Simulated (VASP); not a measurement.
# CdS (Fm-3m) in VASP: settings compared, part 2 of 2

VASP 6.6.1. The steps go on from the part before.

## (4) Single point, r2SCAN (20.88 Å³/atom)

This run uses another cell than the first one, of 20.88 Å³/atom.

Contents of POSCAR:

```
CdS
1.0
    0.0000000000      2.7537760889      2.7537760889
    2.7537760889      0.0000000000      2.7537760889
    2.7537760889      2.7537760889      0.0000000000
Cd S
1 1
Direct
    0.0000000000      0.0000000000      0.0000000000
    0.5000000000      0.5000000000      0.5000000000
```

Contents of INCAR.step1:

```
SYSTEM = CdS
ALGO = Normal
EDIFF = 1E-5
ENCUT = 700
GGA = PE
GGA_COMPAT = .FALSE.
ISMEAR = 0
LASPH = .TRUE.
LCHARG = .FALSE.
LREAL = .FALSE.
LWAVE = .TRUE.
NBANDS = 20
NELM = 120
PREC = Accurate
SIGMA = 0.01
```

Contents of INCAR.step2:

```
SYSTEM = CdS
ALGO = Normal
EDIFF = 1E-6
ENCUT = 700
GGA_COMPAT = .FALSE.
ISIF = 2
ISMEAR = 0
ISTART = 1
LASPH = .TRUE.
LCHARG = .TRUE.
LELF = .TRUE.
LMIXTAU = .TRUE.
LREAL = .FALSE.
LVHAR = .TRUE.
LWAVE = .FALSE.
METAGGA = R2SCAN
NBANDS = 20
NELM = 120
PREC = Accurate
SIGMA = 0.01
```

Contents of KPOINTS:

```
k-points
0
G
  6 6 6
  0 0 0
```

Potentials or basis: VASP PAW PBE potentials, release 64 (Cd_sv_GW, S).

Started as:

```console
> cat potpaw_PBE.64/Cd_sv_GW/POTCAR potpaw_PBE.64/S/POTCAR > POTCAR
> cp INCAR.step1 INCAR
> mpirun -np 1 vasp_std > vasp.out
> cp INCAR.step2 INCAR
> mpirun -np 1 vasp_std > vasp.out
```

OUTCAR:

```text
SYSTEM = CdS
   EDIFF = 1E-6
   ENCUT = 700
   ISIF = 2
   ISMEAR = 0
   ISTART = 1
   LASPH = .TRUE.
   LREAL = .FALSE.
   METAGGA = R2SCAN
   NELM = 120
   PREC = Accurate

 ion  position               nearest neighbor table
   1  0.000  0.000  0.000-
   2  0.500  0.500  0.500-

  LATTYP: Found a face centered cubic cell.
 ALAT       =     5.5075521778

  Lattice vectors:

 A1 = (   0.0000000000,   2.7537760889,   2.7537760889)
 A2 = (   2.7537760889,   0.0000000000,   2.7537760889)
 A3 = (   2.7537760889,   2.7537760889,   0.0000000000)

Analysis of symmetry for initial positions (statically):
=====================================================================
 Subroutine PRICEL returns:
 Original cell was already a primitive cell.

 Routine SETGRP: Setting up the symmetry group for a
 face centered cubic supercell.

 Subroutine GETGRP returns: Found 48 space group operations
 (whereof 48 operations were pure point group operations)
 out of a pool of 48 trial point group operations.

The static configuration has the point symmetry O_h .

Analysis of symmetry for dynamics (positions and initial velocities):
=====================================================================
 Subroutine PRICEL returns:
 Original cell was already a primitive cell.

 Routine SETGRP: Setting up the symmetry group for a
 face centered cubic supercell.

 Subroutine GETGRP returns: Found 48 space group operations
 (whereof 48 operations were pure point group operations)
 out of a pool of 48 trial point group operations.

The dynamic configuration has the point symmetry O_h .

 Subroutine INISYM returns: Found 48 space group operations
 (whereof 48 operations are pure point group operations),
 and found     1 'primitive' translations

[... 99 lines left out ...]
   EFERMI =   0.00;   METHOD = LEGACY
   ISMEAR =     0;   SIGMA  =   0.01  broadening in eV -4-tet -1-fermi 0-gaus
   EFERMI_NEDOS =   21; number of points for ismear=-14 and -15
   IALGO  =     38    algorithm
   IMIX   =      4    mixing-type and parameters
     AMIX     =   0.40;   BMIX     =  1.00
     AMIX_MAG =   1.60;   BMIX_MAG =  1.00
  volume/ion in A,a.u.               =      20.88       140.92
  Fermi-wavevector in a.u.,A,eV,Ry     =   1.397850  2.641554 26.585585  1.953985
  Thomas-Fermi vector in A             =   2.521066
   LORBIT       =      0    0 simple, 1 ext, 2 COOP (PROOUT), +10 PAW based schemes
   METAGGA = R2SCAN    functional components
   LHFCALC =     F    Hartree Fock is set to
   AEXX    =    0.0000 exact exchange contribution
   IVDW    =     0    specifies the selected vdW correction
   LEPSILON=     F    determine dielectric tensor
   LRPA    =     F    only Hartree local field effects (RPA)
 non-spin polarized calculation
 Gauss-broadening in eV      SIGMA  =   0.01
  energy-cutoff  :      700.00
  volume of cell :       41.77
 maximum number of plane-waves:      1807
 NGX is ok and might be reduce to    36
   NGX = 17   NGY = 17   NGZ = 17

 number of electron      26.0000002 magnetization

 Free energy of the ion-electron system (eV)
  ---------------------------------------------------
  ext. energy  EPLUGINS =         0.00000000
  ---------------------------------------------------
  free energy    TOTEN  =       -29.57711327 eV

  energy without entropy =      -29.57711327  energy(sigma->0) =      -29.57711327

 E-fermi :   4.4237     XC(G=0): -10.9938

 val. band max:        4.2943764934   @ k =   0.5000   0.0000   0.0000
 cond. band min:       5.0440635419   @ k =   0.5000   0.5000   0.0000
 fundamental gap:      0.7496870485
 Fermi energy:         4.4237372668

 k-point     1 :       0.0000    0.0000    0.0000
  band No.  band energies     occupation
      1    -100.0961      2.00000
      2     -60.2602      2.00000
      3     -60.2602      2.00000
      4     -60.2602      2.00000
      5      -8.8233      2.00000
      6      -3.5572      2.00000
[... 357 lines left out ...]
     19      18.7554      0.00000
     20      19.5612      0.00000

------------------------ aborting loop because EDIFF is reached ----------------------------------------

  FORCE on cell =-STRESS in cart. coord.  units (eV):
  Direction    XX          YY          ZZ          XY          YZ          ZX
  --------------------------------------------------------------------------------------
  -------------------------------------------------------------------------------------
  Total       -0.6059106     -0.6059106     -0.6059106      0.0000000      0.0000000      0.0000000
  in kB      -23.2435940    -23.2435940    -23.2435940      0.0000000      0.0000000      0.0000000
  external PRESSURE =     -23.2435940 kB  Pullay stress =       0.0000000 kB

 VOLUME and BASIS-vectors are now :
 -----------------------------------------------------------------------------
  energy-cutoff  :      700.00
  volume of cell :       41.77
      direct lattice vectors                 reciprocal lattice vectors
     0.000000000  2.753776089  2.753776089    -0.181568865  0.181568865  0.181568865
     2.753776089  0.000000000  2.753776089     0.181568865 -0.181568865  0.181568865
     2.753776089  2.753776089  0.000000000     0.181568865  0.181568865 -0.181568865

 POSITION                                       TOTAL-FORCE (eV/Angst)
 -----------------------------------------------------------------------------------
      0.00000      0.00000      0.00000         0.000000      0.000000     -0.000000
      2.75378      2.75378      2.75378        -0.000000     -0.000000      0.000000
 -----------------------------------------------------------------------------------
    total drift:                               -0.000000      0.000000      0.000000

  FREE ENERGIE OF THE ION-ELECTRON SYSTEM (eV)
  ---------------------------------------------------
  free  energy   TOTEN  =       -29.5771132664 eV

  energy  without entropy=      -29.5771132664  energy(sigma->0) =      -29.57711327
```

OUTCAR.step1:

```text
SYSTEM = CdS
   EDIFF = 1E-5
   ENCUT = 700
   GGA = PE
   ISMEAR = 0
   LASPH = .TRUE.
   LREAL = .FALSE.
[... 578 lines left out ...]
      0.00000      0.00000      0.00000        -0.000000      0.000000      0.000000
      2.75378      2.75378      2.75378         0.000000     -0.000000     -0.000000
 -----------------------------------------------------------------------------------
    total drift:                               -0.000000      0.000000      0.000000

  FREE ENERGIE OF THE ION-ELECTRON SYSTEM (eV)
  ---------------------------------------------------
  free  energy   TOTEN  =        -5.9462670665 eV

  energy  without entropy=       -5.9462670665  energy(sigma->0) =       -5.94626707
```

OSZICAR.step1:

```text
N       E                     dE             d eps       ncg     rms          rms(c)
DAV:   1     0.460746497023E+03    0.46075E+03   -0.17244E+04   648   0.203E+03
DAV:   2     0.385120146596E+02   -0.42223E+03   -0.39069E+03   640   0.626E+02
DAV:   3    -0.479669727337E+01   -0.43309E+02   -0.42711E+02   972   0.224E+02
DAV:   4    -0.645892025973E+01   -0.16622E+01   -0.16608E+01   872   0.445E+01
DAV:   5    -0.653389693171E+01   -0.74977E-01   -0.74973E-01   936   0.949E+00    0.155E+01
DAV:   6    -0.596861629695E+01    0.56528E+00   -0.13114E+00  1008   0.188E+01    0.118E+01
DAV:   7    -0.594842649771E+01    0.20190E-01   -0.35469E-01   952   0.541E+00    0.564E+00
DAV:   8    -0.594698385868E+01    0.14426E-02   -0.34956E-02   972   0.381E+00    0.507E-01
DAV:   9    -0.594624413607E+01    0.73972E-03   -0.46134E-03   924   0.193E+00    0.106E-01
DAV:  10    -0.594626162336E+01   -0.17487E-04   -0.22435E-04  1004   0.218E-01    0.640E-02
DAV:  11    -0.594626706646E+01   -0.54431E-05   -0.26425E-05   804   0.545E-02
   1 F= -.59462671E+01 E0= -.59462671E+01  d E =-.790405E-69
```

Run time: 80 s. Hardware: 1 thread of AMD EPYC 9R45 (Zen 5), shared host; peak memory 0.2 GiB.

What came out:

- Free energy: -29.5771 eV
- Pressure: -2.3 GPa
- Band gap on the k mesh: 0.75 eV (least direct gap 2.17 eV)

Caveat: the structure was generated, so it needn't be the stable form of CdS; semilocal functionals underestimate gaps, and a narrow one can read as zero; the PAW data sets were made with another functional, which shifts forces and pressure a little. A k mesh can miss the band edges.

## (5) Single point, r2SCAN

This run uses another cell than the first one, of 20.27 Å³/atom.

Contents of POSCAR:

```
CdS
1.0
    0.0000000000      2.7267765454      2.7267765454
    2.7267765454      0.0000000000      2.7267765454
    2.7267765454      2.7267765454      0.0000000000
Cd S
1 1
Direct
    0.0000000000      0.0000000000      0.0000000000
    0.5000000000      0.5000000000      0.5000000000
```

Contents of INCAR.step1:

```
PREC = Accurate
ENCUT = 700
ISMEAR = 0
SIGMA = 0.01
LREAL = False
LASPH = True
NELM = 120
NBANDS = 20
GGA = PE
ALGO = Normal
EDIFF = 1E-5
LWAVE = True
LCHARG = False
GGA_COMPAT = False
```

Contents of INCAR.step2:

```
PREC = Accurate
ENCUT = 700
EDIFF = 1E-6
ISMEAR = 0
SIGMA = 0.01
LREAL = False
LASPH = True
NELM = 120
ALGO = Normal
ISIF = 2
LWAVE = False
LCHARG = False
METAGGA = R2SCAN
LMIXTAU = True
NBANDS = 20
ISTART = 1
GGA_COMPAT = False
```

Contents of KPOINTS:

```
Automatic mesh
0
Gamma
  6 6 6
```

Started as:

```console
> cat potpaw_PBE.64/Cd_sv_GW/POTCAR potpaw_PBE.64/S/POTCAR > POTCAR
> cp INCAR.step1 INCAR
> mpirun -np 1 vasp_std > vasp.out
> cp INCAR.step2 INCAR
> mpirun -np 1 vasp_std > vasp.out
```

Wall time 74 s (1 thread of Intel Xeon Platinum 8488C (Sapphire Rapids), shared host); peak memory 0.23 GiB.

The run converged. Its results:

```
Free energy            : -29.5860 eV
Pressure               : -0.1 GPa
Band gap on the k mesh : 0.75 eV (least direct gap 2.38 eV)
```

Levels at points of the mesh, in eV from the valence-band top:
```tsv
k point	band 11	band 12	band 13	band 14	band 15	band 16
(0.00, 0.00, 0.00)	-0.78	-0.78	-0.78	1.60	9.74	9.74
(0.50, 0.00, 0.00)	-4.92	0.00	0.00	4.04	6.45	6.45
(0.50, 0.50, 0.00)	-4.34	-2.20	-2.20	0.75	6.42	10.74
```

Caveat: the structure was generated, so it needn't be the stable form of CdS; semilocal functionals underestimate gaps, and a narrow one can read as zero; the PAW data sets were made with another functional, which shifts forces and pressure a little.

## (6) Overview

| level | cell | cutoff (eV) | gap on the mesh (eV) | pressure (GPa) |
| --- | --- | --- | --- | --- |
| PBE | a = 3.846 Å, angles 60.0°, 2 atoms | 630 | 0.25 | 2.2 |
| PBE | a = 3.806 Å, angles 60.0°, 2 atoms | 630 | 0.25 | 5.0 |
| r2SCAN | a = 3.894 Å, angles 60.0°, 2 atoms | 700 | 0.75 | -2.3 |
| r2SCAN | a = 3.856 Å, angles 60.0°, 2 atoms | 700 | 0.75 | -0.1 |

Alike in all rows: task single point; potentials or basis VASP PAW PBE potentials, release 64 (Cd_sv_GW, S); no spin polarisation; k mesh 6 × 6 × 6; smearing gaussian 0.01 eV.

Caveats: the structure was generated, so it needn't be the stable form of CdS; semilocal functionals underestimate gaps, and a narrow one can read as zero; the PAW data sets were made with another functional, which shifts forces and pressure a little (at least some runs); the cell stands under pressure (at least some runs).

Absolute energies hang on the potentials; compare differences alone.
